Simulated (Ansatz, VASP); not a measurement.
One calculation of MoS, two programs

File POSCAR:

```
MoS
1.0
    0.0000000000      2.6776536121      2.6776536121
    2.6776536121      0.0000000000      2.6776536121
    2.6776536121      2.6776536121      0.0000000000
Mo S
1 1
Direct
    0.0000000000      0.0000000000      0.0000000000
    0.2500000000      0.2500000000      0.2500000000
```

The input INCAR.step1:

```
PREC = Accurate ; ENCUT = 520
ISMEAR = 0 ; SIGMA = 0.05
LREAL = False ; LASPH = True
NELM = 150 ; ISPIN = 2
MAGMOM = 0.89 0 ; LMAXMIX = 4
NBANDS = 21 ; GGA = PE
ALGO = Normal ; EDIFF = 1E-4
LWAVE = True ; LCHARG = False
```

The input INCAR.step2:

```
PREC = Accurate ; ENCUT = 520
EDIFF = 1E-7 ; ISMEAR = 0
SIGMA = 0.05 ; LREAL = False
LASPH = True ; NELM = 150
ALGO = Normal ; ISIF = 2
LWAVE = False ; LCHARG = False
ISPIN = 2 ; MAGMOM = 0.89 0
LORBIT = 11 ; LMAXMIX = 4
METAGGA = R2SCAN ; LMIXTAU = True
NBANDS = 21 ; ISTART = 1
```

Contents of KPOINTS:

```
regular mesh
0
Gamma
  12 12 12
```

Input for Ansatz:

```yaml
crystal:
  lattice:
    - [0.0, 2.6776536121, 2.6776536121]
    - [2.6776536121, 0.0, 2.6776536121]
    - [2.6776536121, 2.6776536121, 0.0]
  atoms:
    - { symbol: Mo, position: [0.0, 0.0, 0.0], spin: 0.89 }
    - { symbol: S, position: [0.25, 0.25, 0.25] }
basis:
  ecutwfc: 500
  ecutrho_ratio: 4
kpoints:
  mp_grid: { grid: [12, 12, 12] }
hamiltonian:
  xc: r2scan
scf:
  occupations: { method: gaussian, width: 0.05 }
output:
  forces: true
  stress: true
  eigenvalues: true
  populations: true
magnetization:
  spin_polarized: true
```

Alike in both runs: task single point; functional r2SCAN; k mesh 12 × 12 × 12; occupations gaussian, width 0.05 eV; collinear spin.

```csv
,VASP,Ansatz
version,VASP 6.6.1,Ansatz 0.2.0
potentials or method,"VASP PAW PBE potentials, release 64 (Mo_sv, S), cutoff 520 eV","scalar-relativistic, plane waves, PAW"
valence electrons in the cell,20,20
```

VASP gave:

| Item | Value |
| --- | --- |
| gap on the k mesh at the Fermi level (eV) | none |
| pressure (GPa) | -3.2 |
| net moment per atom (μB) | 0.00 |
| size of the moment on the site where the two differ most (μB) | 0.00 |

What did Ansatz give for the same quantities?

gap on the k mesh at the Fermi level (eV): none; pressure (GPa): 0.1; net moment per atom (μB): 0.61; size of the moment on the site where the two differ most (μB): 0.81.

The net moments are unlike, so the other rows may belong to different states. VASP's potentials were made for PBE, not for r2SCAN. Site moments also hang on the region over which each program counts them. A gap of «none» marks a metal or a gap that the smearing closes. Ansatz's warnings: stability check not made.
